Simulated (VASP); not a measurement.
Set up this calculation in VASP 6.6.1, as the native input.

* Task: single point
* Functional: PBE
* Potentials or basis: VASP PAW PBE potentials, release 64 (Fe, Rh_pv, C, N)
* Cutoff: 520 eV
* k mesh: 4 × 4 × 4
* Occupations: gaussian, width 0.1 eV
* Spin: collinear spin, ferromagnetic start
* Starting moments: [4.0, 1.0, 0.0, 0.0, 0.0, 0.0, 0.0, 0.0, 0.0, 0.0] μB
* Dipole correction: no
* Further INCAR settings: ALGO = Normal; EDIFF = 1e-07; NBANDS = 44

The structure of FeRhC4N4 lies in POSCAR:

```
FeRhC4N4
1.0
    5.8362022472      0.0000000000      0.0000000000
    0.0000000000      5.8362022472      0.0000000000
    0.0000000000      0.0000000000      5.8362022472
Fe Rh C N
1 1 4 4
Direct
    0.5000000000      0.5000000000      0.5000000000
    0.0000000000      0.0000000000      0.0000000000
    0.1938922380      0.1938922380      0.1938922380
    0.1938922380      0.8061077620      0.8061077620
    0.8061077620      0.1938922380      0.8061077620
    0.8061077620      0.8061077620      0.1938922380
    0.3109758331      0.3109758331      0.3109758331
    0.3109758331      0.6890241669      0.6890241669
    0.6890241669      0.3109758331      0.6890241669
    0.6890241669      0.6890241669      0.3109758331
```

One way to write it, as run:

INCAR

```
ALGO     = Normal         # electronic algorithm
EDIFF    = 1E-7           # SCF threshold, eV
ENCUT    = 520            # plane-wave cutoff, eV
GGA      = PE             # functional
ISIF     = 2              # what is computed and relaxed
ISMEAR   = 0              # smearing method
ISPIN    = 2              # spin polarisation
LASPH    = True           # aspherical terms in the spheres
LCHARG   = False          # write CHGCAR
LMAXMIX  = 4              # l up to which the mixer works
LORBIT   = 11             # projections on sites
LREAL    = False          # projectors in reciprocal space
LWAVE    = False          # write WAVECAR
MAGMOM   = 4 1 0 0 0 0 0 0 0 0 # initial moments
NBANDS   = 44             # bands
NELM     = 150            # most SCF steps
PREC     = Accurate       # precision mode
SIGMA    = 0.1            # smearing width, eV
```

KPOINTS

```
k-points
0
Gamma
  4 4 4
```

Potentials or basis: VASP PAW PBE potentials, release 64 (Fe, Rh_pv, C, N).

The run is started by

```sh
$ cat potpaw_PBE.64/Fe/POTCAR potpaw_PBE.64/Rh_pv/POTCAR potpaw_PBE.64/C/POTCAR potpaw_PBE.64/N/POTCAR > POTCAR
$ mpirun -np 1 vasp_std > vasp.out
```

It gave:

```yaml
Pressure: 0.2 GPa
Largest_force: 0.292 eV/Å
Net_moment: 2.40 μB per cell
Site_moments: Fe +3.37; Rh -0.69; C +0.01; N -0.03 μB
Valence_electrons_inside_the_program's_atomic_spheres: Fe 7.04; Rh 13.93; C 2.55; N 3.89
```

Caveat: a cell with one magnetic atom can't hold antiferromagnetic order, which such compounds often take.

Run time: 9.1 min on 1 thread of Intel(R) Xeon(R) Platinum 8259CL CPU @ 2.50GHz (Skylake/Cascade Lake), on a shared host, peak memory 0.48 GiB.
